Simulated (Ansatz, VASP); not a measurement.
**Two plane-wave programs on KCl**

```
K Cl
1.0
     0.00000    3.14485    3.14485
     3.14485    0.00000    3.14485
     3.14485    3.14485    0.00000
K Cl
1 1
Direct
  0.00000 0.00000 0.00000
  0.50000 0.50000 0.50000
```

Alike in both runs: task single point; functional r2SCAN; dispersion D3(BJ); k mesh 6 × 6 × 6; no spin polarisation.

|  | VASP | Ansatz |
| --- | --- | --- |
| version | VASP 6.6.1 | Ansatz 0.2.0 |
| potentials or method | VASP PAW PBE potentials, release 64 (K_sv, Cl) | plane waves |
| plane-wave cutoff (eV) | 520 | 500 |
| occupations | gaussian, width 0.01 eV | fixed |
| valence electrons in the cell | 16 | 16 |

```tsv
	VASP	Ansatz	Ansatz less VASP
gap on the k mesh at the Fermi level (eV)	5.84	5.83	-0.004
pressure (GPa)	-0.5	-0.5	+0.03
```

VASP's potentials were made for PBE, not for r2SCAN. Ansatz's warnings: dispersion damping borrowed.
